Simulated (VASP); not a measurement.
Wanted: the native input for a VASP 6.6.1 run.

```
Task                   : single point
Functional             : PBE
Potentials or basis    : VASP PAW PBE potentials, release 64 (Zr_sv, N)
Cutoff                 : 520 eV
k mesh                 : 4 × 4 × 4
Occupations            : gaussian, width 0.1 eV
Spin                   : no spin polarisation
Dipole correction      : no
Further INCAR settings : LREAL = Auto; ALGO = Normal; EDIFF = 1e-06; NBANDS = 88
```

The structure of Zr9N8 (a cell with a defect) lies in POSCAR:

```
Zr9N8
1.0
    0.0000000000      4.5945978683     -4.5945978683
    4.5945978683      4.5945978683      0.0000000000
    4.5945978683      0.0000000000     -4.5945978683
Zr N
9 8
Direct
    0.2525337436      0.7508894356      0.2458820189
    0.2525315671      0.2521428498      0.2453790369
    0.7531377281      0.7523008757      0.2450046843
    0.7260113062      0.2359825672      0.2920790978
    0.2525370083      0.7508890003      0.7461479978
    0.3578486186      0.2146123618      0.7114878372
    0.7219405474      0.8090900676      0.7321760460
    0.7260455856      0.2360296877      0.7413479041
    0.9424097873      0.3689650430      0.8421026412
    0.5113900209      0.4990679415     -0.0075052270
    0.4950942531     -0.0115655388      0.0284566797
    1.0031883382      0.5177021076      0.0142421604
    0.9995028143     -0.0217310639      0.0088298261
    0.5050147078      0.5246736644      0.4828756648
    0.4950468061     -0.0115598800      0.4834523202
    1.0031343617      0.5176535723      0.4604085190
    1.0094057484      0.0035410063      0.4912613823
```

The input as run:

INCAR

```
  ALGO = Normal
  EDIFF = 1E-6
  ENCUT = 520
  GGA = PE
  ISIF = 2
  ISMEAR = 0
  LASPH = T
  LCHARG = F
  LREAL = Auto
  LWAVE = F
  NBANDS = 88
  NELM = 60
  PREC = Accurate
  SIGMA = 0.1
```

KPOINTS

```
k-points
0
Gamma
  4 4 4
```

Potentials or basis: VASP PAW PBE potentials, release 64 (Zr_sv, N).

The run is started by

```console
$ cat potpaw_PBE.64/Zr_sv/POTCAR potpaw_PBE.64/N/POTCAR > POTCAR
$ mpirun -np 1 vasp_std > vasp.out
```

Results of the run:

```
Pressure               : 37.5 GPa
Largest force          : 0.184 eV/Å
Band gap on the k mesh : zero (bands 74 and 75 overlap by 0.87 eV)
```

Wall time 18 min on 1 thread of Intel(R) Xeon(R) 6975P-C (Granite Rapids) (shared host), peak memory 0.55 GiB.
